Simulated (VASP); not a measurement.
# Ba3HfO (P4/mmm) in VASP: relaxation of cell and atoms with PBE

Aim: the relaxation of cell and atoms of Ba3HfO with PBE.

Program: VASP 6.6.1. These are calculated values, not measurements. Logs are shortened: lines on timing, memory, paths and dates and some standing lists are left out, and cuts for length are marked.

## 1. The cell of the first run

Symmetry: P4/mmm, No. 123, tetragonal system. The conventional cell has a = 7.548 Å, b = 7.548 Å, c = 3.976 Å, α = 90.00°, β = 90.00°, γ = 90.00°. Ba (site symmetry mmm) has 4 Ba at 3.77 to 3.98 Å and 2 Hf at 3.77 Å and 4 O at 4.27 Å within 5.0 Å. Within 5.0 Å of Ba (site symmetry 4/mmm) lie 6 Ba at 3.77 to 3.98 Å. Hf (site symmetry 4/mmm) has 2 O at 1.99 Å within 2.6 Å. O (site symmetry 4/mmm) has 2 Hf at 1.99 Å within 2.6 Å.

The cell was generated, and may not be a known phase.

## 2. Relaxation of cell and atoms, PBE

Input file INCAR:

```
SYSTEM = Ba3HfO
PREC     = Accurate       ! precision mode
ENCUT    = 600            ! plane-wave cutoff, eV
EDIFF    = 1E-6           ! SCF threshold, eV
ISMEAR   = 0              ! smearing method
SIGMA    = 0.1            ! smearing width, eV
LREAL    = .False.        ! projectors in reciprocal space
LASPH    = .True.         ! aspherical terms in the spheres
NELM     = 80             ! most SCF steps
ALGO     = Normal         ! electronic algorithm
ISIF     = 3              ! what is computed and relaxed
LWAVE    = .False.        ! write WAVECAR
LCHARG   = .False.        ! write CHGCAR
GGA      = PE             ! functional
IBRION   = 2              ! ionic algorithm
NSW      = 100            ! ionic steps
EDIFFG   = -0.01          ! ionic threshold
```

Input file KPOINTS:

```
regular mesh
0
Gamma
  6 6 10
  0 0 0
```

Input file POSCAR:

```
Ba3HfO
1.0
    7.5475546754      0.0000000000      0.0000000000
    0.0000000000      7.5475546754      0.0000000000
    0.0000000000      0.0000000000      3.9758191979
Ba Hf O
3 1 1
Direct
    0.0000000000      0.5000000000      0.0000000000
    0.5000000000      0.0000000000      0.0000000000
    0.5000000000      0.5000000000      0.0000000000
    0.0000000000      0.0000000000      0.0000000000
    0.0000000000      0.0000000000      0.5000000000
```

Potentials or basis: VASP PAW PBE potentials, release 64 (Ba_sv, Hf_pv, O).

Started as:

```sh
cat potpaw_PBE.64/Ba_sv/POTCAR potpaw_PBE.64/Hf_pv/POTCAR potpaw_PBE.64/O/POTCAR > POTCAR
mpirun -np 1 vasp_std > vasp.out
```

OUTCAR:

```text
SYSTEM = Ba3HfO
   PREC = Accurate
   ENCUT = 600
   EDIFF = 1E-6
   ISMEAR = 0
   LREAL = .False.
   LASPH = .True.
   NELM = 80
   ISIF = 3
   GGA = PE
   IBRION = 2
   NSW = 100
   EDIFFG = -0.01

 ion  position               nearest neighbor table
   1  0.000  0.500  0.000-   3 3.77   4 3.77   4 3.77   3 3.77
   2  0.500  0.000  0.000-   3 3.77   4 3.77   3 3.77   4 3.77
   3  0.500  0.500  0.000-   1 3.77   2 3.77   2 3.77   1 3.77
   4  0.000  0.000  0.000-   5 1.99   5 1.99   1 3.77   2 3.77   1 3.77   2 3.77
   5  0.000  0.000  0.500-   4 1.99   4 1.99

  LATTYP: Found a simple tetragonal cell.
 ALAT       =     7.5475546754
 C/A-ratio  =     0.5267691814

  Lattice vectors:

 A1 = (   7.5475546754,   0.0000000000,   0.0000000000)
 A2 = (   0.0000000000,   7.5475546754,   0.0000000000)
 A3 = (   0.0000000000,   0.0000000000,   3.9758191979)

Analysis of symmetry for initial positions (statically):
=====================================================================
 Subroutine PRICEL returns:
 Original cell was already a primitive cell.

 Routine SETGRP: Setting up the symmetry group for a
 simple tetragonal supercell.

 Subroutine GETGRP returns: Found 16 space group operations
 (whereof 16 operations were pure point group operations)
 out of a pool of 16 trial point group operations.

The static configuration has the point symmetry D_4h.

Analysis of symmetry for dynamics (positions and initial velocities):
=====================================================================
 Subroutine PRICEL returns:
 Original cell was already a primitive cell.

 Routine SETGRP: Setting up the symmetry group for a
 simple tetragonal supercell.

 Subroutine GETGRP returns: Found 16 space group operations
 (whereof 16 operations were pure point group operations)
 out of a pool of 16 trial point group operations.

The dynamic configuration has the point symmetry D_4h.

 Subroutine INISYM returns: Found 16 space group operations
 (whereof 16 operations are pure point group operations),
 and found     1 'primitive' translations

----------------------------------------------------------------------------------------

                                     Primitive cell

  volume of cell :     226.4849

  direct lattice vectors                    reciprocal lattice vectors
     7.547554675  0.000000000  0.000000000     0.132493244  0.000000000  0.000000000
[... 101 lines left out ...]
   TEBEG  =    0.0;   TEEND  =   0.0 temperature during run
   PSTRESS=    0.0 pullay stress
   NELECT =      46.0000    total number of electrons
   NUPDOWN=      -1.0000    fix difference up-down
   EMIN   =  10.00;   EMAX   =-10.00  energy-range for DOS
   EFERMI =   0.00;   METHOD = LEGACY
   ISMEAR =     0;   SIGMA  =   0.10  broadening in eV -4-tet -1-fermi 0-gaus
   EFERMI_NEDOS =   21; number of points for ismear=-14 and -15
   IALGO  =     38    algorithm
   IMIX   =      4    mixing-type and parameters
     AMIX     =   0.40;   BMIX     =  1.00
     AMIX_MAG =   1.60;   BMIX_MAG =  1.00
  volume/ion in A,a.u.               =      45.30       305.68
  Fermi-wavevector in a.u.,A,eV,Ry     =   0.962309  1.818500 12.599511  0.926038
  Thomas-Fermi vector in A             =   2.091756
   LORBIT       =      0    0 simple, 1 ext, 2 COOP (PROOUT), +10 PAW based schemes
   GGA     = PE    functional components
   LHFCALC =     F    Hartree Fock is set to
   AEXX    =    0.0000 exact exchange contribution
   IVDW    =     0    specifies the selected vdW correction
   LEPSILON=     F    determine dielectric tensor
   LRPA    =     F    only Hartree local field effects (RPA)
 conjugate gradient relaxation of ions
 non-spin polarized calculation
 Gauss-broadening in eV      SIGMA  =   0.10
  energy-cutoff  :      600.00
  volume of cell :      226.48
 maximum number of plane-waves:      7616
   NGX = 31   NGY = 31   NGZ = 15

--------------------------------------- Ionic step        1  -------------------------------------------

 number of electron      45.9999999 magnetization

 Free energy of the ion-electron system (eV)
  ---------------------------------------------------
  ext. energy  EPLUGINS =         0.00000000
  ---------------------------------------------------
  free energy    TOTEN  =       -22.22965474 eV

  energy without entropy =      -22.19501754  energy(sigma->0) =      -22.21233614

------------------------ aborting loop because EDIFF is reached ----------------------------------------

  FORCE on cell =-STRESS in cart. coord.  units (eV):
  Direction    XX          YY          ZZ          XY          YZ          ZX
  --------------------------------------------------------------------------------------
  -------------------------------------------------------------------------------------
  Total        0.2216658      0.2216658     -0.6711772      0.0000000     -0.0000000      0.0000000
  in kB        1.5680867      1.5680867     -4.7479773      0.0000000     -0.0000000      0.0000000
  external PRESSURE =      -0.5372680 kB  Pullay stress =       0.0000000 kB
[... 143 lines left out ...]
--------------------------------------- Ionic step        5  -------------------------------------------

 number of electron      46.0000000 magnetization

 Free energy of the ion-electron system (eV)
  ---------------------------------------------------
  ext. energy  EPLUGINS =         0.00000000
  ---------------------------------------------------
  free energy    TOTEN  =       -22.23189926 eV

  energy without entropy =      -22.19694897  energy(sigma->0) =      -22.21442412

 E-fermi :   1.8318     XC(G=0):  -7.7875

 val. band max:        1.8312705878   @ k =   0.5000   0.0000   0.4000
 cond. band min:       1.8339434051   @ k =   0.5000   0.0000   0.2000
 fundamental gap:      0.0026728173
 Fermi energy:         1.8318250466

 k-point     1 :       0.0000    0.0000    0.0000
  band No.  band energies     occupation
      1     -29.9823      2.00000
      2     -29.9823      2.00000
      3     -29.8585      2.00000
      4     -27.2277      2.00000
      5     -27.1831      2.00000
      6     -27.0846      2.00000
[... 709 lines left out ...]
     26       2.4402      0.00000
     27       2.6892      0.00000

 [... further k-points ...]

------------------------ aborting loop because EDIFF is reached ----------------------------------------

  FORCE on cell =-STRESS in cart. coord.  units (eV):
  Direction    XX          YY          ZZ          XY          YZ          ZX
  --------------------------------------------------------------------------------------
  -------------------------------------------------------------------------------------
  Total        0.0315596      0.0315596      0.0251171      0.0000000     -0.0000000     -0.0000000
  in kB        0.2218702      0.2218702      0.1765776      0.0000000     -0.0000000     -0.0000000
  external PRESSURE =       0.2067727 kB  Pullay stress =       0.0000000 kB
[... 20 lines left out ...]
  FREE ENERGIE OF THE ION-ELECTRON SYSTEM (eV)
  ---------------------------------------------------
  free  energy   TOTEN  =       -22.2318992650 eV

  energy  without entropy=      -22.1969489701  energy(sigma->0) =      -22.21442412

 reached required accuracy - stopping structural energy minimisation
```

OSZICAR:

```text
N       E                     dE             d eps       ncg     rms          rms(c)
DAV:   1     0.379137363395E+03    0.37914E+03   -0.22129E+04  3288   0.160E+03
[... 49 lines left out ...]
DAV:   2    -0.222328410862E+02    0.34612E-02   -0.13318E-02  3369   0.604E-01    0.146E-01
DAV:   3    -0.222320634809E+02    0.77761E-03   -0.17207E-03  3962   0.212E-01    0.660E-02
DAV:   4    -0.222319237041E+02    0.13978E-03   -0.10085E-03  4486   0.137E-01    0.669E-02
DAV:   5    -0.222318987996E+02    0.24904E-04   -0.13888E-04  4160   0.393E-02    0.390E-02
DAV:   6    -0.222319020763E+02   -0.32767E-05   -0.25133E-05  3579   0.198E-02    0.920E-03
DAV:   7    -0.222318997007E+02    0.23756E-05   -0.98456E-06  3520   0.137E-02    0.389E-03
DAV:   8    -0.222318992650E+02    0.43569E-06   -0.27338E-06  2348   0.646E-03
   5 F= -.22231899E+02 E0= -.22214424E+02  d E =-.770971E-03
```

CONTCAR:

```text
Ba3HfO
   1.00000000000000
     7.5830297719837061    0.0000000000000000    0.0000000000000000
     0.0000000000000000    7.5830297719837061    0.0000000000000000
     0.0000000000000000   -0.0000000000000000    3.9633112192692956
  Ba              Hf              O
     3     1     1
Direct
     0.0000000000000000    0.5000000000000000    0.0000000000000000
     0.5000000000000000    0.0000000000000000    0.0000000000000000
     0.5000000000000000    0.5000000000000000    0.0000000000000000
     0.0000000000000000    0.0000000000000000    0.0000000000000000
     0.0000000000000000    0.0000000000000000    0.5000000000000000

  0.00000000E+00  0.00000000E+00  0.00000000E+00
  0.00000000E+00  0.00000000E+00  0.00000000E+00
  0.00000000E+00  0.00000000E+00  0.00000000E+00
  0.00000000E+00  0.00000000E+00  0.00000000E+00
  0.00000000E+00  0.00000000E+00  0.00000000E+00
```

It took 8.4 min on 1 thread of Intel Xeon 6975P-C (Granite Rapids), shared host; peak memory 0.68 GiB.

Results:

```
Free energy                           : -22.2319 eV
Relaxed volume                        : 45.58 Å³/atom
Relaxed cell                          : a = 7.583 Å, b = 7.583 Å, c = 3.963 Å, α = 90.00°, β = 90.00°, γ = 90.00°
Space group after relaxing (to 0.1 Å) : P4/mmm (No. 123)
Energy gained by relaxing             : 0.4 meV/atom
Ionic steps                           : 5
Pressure after relaxing               : 0.0 GPa
Band gap on the k mesh                : zero (bands 23 and 24 overlap by 0.49 eV)
```

Step by step:
| step | energy change (eV) | largest force (eV/Å) | pressure (GPa) | volume (Å³) |
| --- | --- | --- | --- | --- |
| 1 | 0.0000 | 0.0000 | -0.05 | 226.48 |
| 2 | -0.0005 | 0.0000 | 0.25 | 225.98 |
| 3 | -0.0015 | 0.0000 | 0.11 | 226.21 |
| 4 | -0.0020 | 0.0000 | 0.06 | 227.09 |
| 5 | -0.0022 | 0.0000 | 0.02 | 227.90 |

Final structure:
```cif
data_structure
_symmetry_space_group_name_H-M 'P 1'
_symmetry_Int_Tables_number 1
_cell_length_a 7.5830
_cell_length_b 7.5830
_cell_length_c 3.9633
_cell_angle_alpha 90.000
_cell_angle_beta 90.000
_cell_angle_gamma 90.000
_cell_volume 227.90
loop_
_atom_site_label
_atom_site_type_symbol
_atom_site_fract_x
_atom_site_fract_y
_atom_site_fract_z
_atom_site_occupancy
Ba1 Ba 0.00000 0.50000 0.00000 1
Ba2 Ba 0.50000 0.00000 0.00000 1
Ba3 Ba 0.50000 0.50000 0.00000 1
Hf1 Hf 0.00000 0.00000 0.00000 1
O1 O 0.00000 0.00000 0.50000 1
```

Caveat: spin-orbit coupling is left out, which moves the levels of the heavy elements.
